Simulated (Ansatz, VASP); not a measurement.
# Ge: VASP beside Ansatz

```xyz
3
Lattice="4.6633 0.0000 0.0000 -2.3317 4.0386 0.0000 0.0000 0.0000 2.6348" Properties=species:S:1:pos:R:3 pbc="T T T"
Ge    4.6633    0.0000    2.6348
Ge    0.0000    2.6924    1.3174
Ge    2.3317    1.3462    1.3174
```

Alike in both runs: task single point; functional LDA; k mesh 9 × 9 × 13; occupations fermi-dirac, width 0.1 eV; no spin polarisation.

|  | VASP | Ansatz |
| --- | --- | --- |
| version | VASP 6.6.1 | Ansatz 0.2.0 |
| potentials or method | VASP PAW LDA potentials, release 64 (Ge_d), cutoff 520 eV | plane waves (420 eV) with PAW, scalar-relativistic |
| valence electrons in the cell | 42 | 42 |

Ansatz gave:

| Property | Result |
| --- | --- |
| pressure (GPa) | 7.8 |
| traceless stress, the component that is largest in VASP (GPa) | 5.15 |

**Question.** Which values does VASP return?

**Answer.** Pressure (GPa): 7.9; traceless stress, the component that is largest in VASP (GPa): 5.14.

Ansatz warns that its potentials were made for another functional, while VASP's fit it. LDA's correlation is that of Perdew and Zunger in VASP and of Perdew and Wang (1992) in Ansatz.
